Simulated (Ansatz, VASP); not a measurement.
TiTl2I6O18: VASP beside Ansatz

```
CELL_PARAMETERS angstrom
5.78347 3.33909 3.84842
-5.78347 3.33909 3.84842
0.00000 -6.67817 3.84842
ATOMIC_POSITIONS crystal
Ti 0.50000 0.50000 0.50000
Tl 0.83104 0.83104 0.83104
Tl 0.16896 0.16896 0.16896
I 0.70492 0.12398 0.33982
I 0.33982 0.70492 0.12398
I 0.12398 0.33982 0.70492
I 0.29508 0.87602 0.66018
I 0.66018 0.29508 0.87602
I 0.87602 0.66018 0.29508
O 0.54825 0.29821 0.33577
O 0.33577 0.54825 0.29821
O 0.29821 0.33577 0.54825
O 0.45175 0.70179 0.66423
O 0.66423 0.45175 0.70179
O 0.70179 0.66423 0.45175
O 0.90772 0.29162 0.39289
O 0.39289 0.90772 0.29162
O 0.29162 0.39289 0.90772
O 0.09228 0.70838 0.60711
O 0.60711 0.09228 0.70838
O 0.70838 0.60711 0.09228
O 0.68598 0.07984 0.09621
O 0.09621 0.68598 0.07984
O 0.07984 0.09621 0.68598
O 0.31402 0.92016 0.90379
O 0.90379 0.31402 0.92016
O 0.92016 0.90379 0.31402
```

Change from the starting cell: volume scaled by 1.04.

Alike in both runs: task electric field gradients; functional PBE; k mesh 3 × 3 × 3; occupations fermi-dirac, width 0.02 eV; no spin polarisation.

```csv
,VASP,Ansatz
version,VASP 6.6.1,Ansatz 0.2.0
potentials or method,"VASP PAW PBE potentials, release 64 (Ti_sv, Tl_d, I, O)","plane-wave PAW, scalar-relativistic"
plane-wave cutoff (eV),520,420
valence electrons in the cell,188,248
```

|  | VASP | Ansatz | Ansatz less VASP |
| --- | --- | --- | --- |
| gap on the k mesh at the Fermi level (eV) | 2.51 | 2.53 | +0.018 |
| pressure (GPa) | -2.3 | -2.0 | +0.33 |
| traceless stress, the component that is largest in VASP (GPa) | -0.93 | -0.94 | -0.011 |
| rms of the force components (eV/Å) | 0.381 | 0.364 | -0.0168 |
| size of Vzz on the site where it differs most (V/Å²) | 19.5 | 29.8 | +10.36 |

Atom by atom the forces differ by 0.031 eV/Å (rms over components). VASP's potentials hold 188 valence electrons a cell and Ansatz's 248, so a difference there can come from the potentials and not from the codes.

Neither program's run includes spin-orbit coupling.
